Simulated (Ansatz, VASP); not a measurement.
# Si2Ni in VASP and in Ansatz

INCAR

```
ALGO = Normal
EDIFF = 1E-7
EDIFFG = -0.01
ENCUT = 600
GGA = PE
IBRION = 2
ISIF = 3
ISMEAR = -1
ISPIN = 2
LASPH = True
LCHARG = False
LDAU = True
LDAUJ = 0 0
LDAUL = 2 -1
LDAUPRINT = 1
LDAUTYPE = 2
LDAUU = 1 0
LMAXMIX = 4
LORBIT = 11
LREAL = False
LWAVE = False
MAGMOM = 1 0 0
NELM = 150
NSW = 60
PREC = Accurate
SIGMA = 0.05
```

KPOINTS

```
k-points
0
Gamma
  9 9 9
```

The input POSCAR:

```
Si2Ni
1.0
    0.0000000000      2.7030000000      2.7030000000
    2.7030000000      0.0000000000      2.7030000000
    2.7030000000      2.7030000000      0.0000000000
Ni Si
1 2
Direct
    0.0000000000      0.0000000000      0.0000000000
    0.7500000000      0.7500000000      0.7500000000
    0.2500000000      0.2500000000      0.2500000000
```

input.yaml

```yaml
crystal:
  lattice:
    - [0.0, 2.703, 2.703]
    - [2.703, 0.0, 2.703]
    - [2.703, 2.703, 0.0]
  atoms:
    - { symbol: Ni, position: [0.0, 0.0, 0.0], spin: 1.0 }
    - { symbol: Si, position: [0.75, 0.75, 0.75] }
    - { symbol: Si, position: [0.25, 0.25, 0.25] }
hamiltonian:
  xc: pbe
  pseudopotentials: { kind: paw }
  hubbard: { sites: [{ species: Ni, l: d, u_eff: 1.0 }] }
magnetization:
  spin_polarized: true
kpoints:
  mp_grid: { grid: [9, 9, 9] }
scf:
  occupations: { method: fermi_dirac, width: 0.05 }
output:
  forces: true
  stress: true
  eigenvalues: true
relax:
  f_tol: 0.01
  max_steps: 40
  cell: { stress_tol: 0.05 }
```

Alike in both runs: task relaxation of cell and atoms; functional PBE; k mesh 9 × 9 × 9; occupations fermi-dirac, width 0.05 eV; collinear spin; Hubbard terms Ni d U = 1.0 eV.

|  | VASP | Ansatz |
| --- | --- | --- |
| version | VASP 6.6.1 | Ansatz 0.2.0 |
| potentials or method | VASP PAW PBE potentials, release 64 (Ni, Si) | Ansatz PAW |
| plane-wave cutoff (eV) | 600 | 420 |
| valence electrons in the cell | 18 | 26 |

```tsv
	VASP	Ansatz	Ansatz less VASP
gap on the k mesh at the Fermi level, each at its own relaxed structure (eV)	none	none	-
net moment per atom (μB)	0.00	0.00	0.000
relaxed volume (Å³/atom)	13.42	13.49	+0.069
relaxed cell length with the largest relative difference (Å)	3.847	3.854	+0.0065
```

The programs project onto different local orbitals, so the same U acts differently, and such runs can settle in different states. A gap of «none» marks a metal or a gap that the smearing closes. VASP's potentials hold 18 valence electrons a cell and Ansatz's 26, so a difference there can come from the potentials and not from the codes.

Noted on Ansatz's run: the magnetic or orbital state may not be the lowest; the plane-wave basis is chosen anew once the cell has moved, so the energies of steps on either side of that aren't comparable.
